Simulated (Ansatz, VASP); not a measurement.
## Bi: VASP beside Ansatz

```
CELL_PARAMETERS angstrom
3.23838 0.00000 0.00000
0.00000 3.22164 0.00000
-0.08045 0.00000 6.44389
ATOMIC_POSITIONS crystal
Bi 0.54425 0.00000 0.74958
Bi 0.45575 0.00000 0.25042
```

Alike in both runs: task single point; functional r2SCAN; k mesh 8 × 8 × 4; occupations fermi-dirac, width 0.05 eV; no spin polarisation.

|  | VASP | Ansatz |
| --- | --- | --- |
| version | VASP 6.6.1 | Ansatz 0.2.0 |
| potentials or method | VASP PAW PBE potentials, release 64 (Bi_d) | Ansatz PAW |
| plane-wave cutoff (eV) | 520 | 500 |
| valence electrons in the cell | 30 | 30 |

```csv
,VASP,Ansatz,Ansatz less VASP
gap on the k mesh at the Fermi level (eV),none,none,-
pressure (GPa),1.1,1.1,+0.06
"traceless stress, the component that is largest in VASP (GPa)",0.61,0.61,-0.002
rms of the force components (eV/Å),0.015,0.015,+0.0003
```

VASP's potentials were made for PBE, not for r2SCAN. Atom by atom the forces differ by 0.000 eV/Å (rms over components). A gap of «none» marks a metal or a gap that the smearing closes. With one functional, cell and mesh, what is left measures potentials, basis and numerics.

Spin-orbit coupling is off throughout.
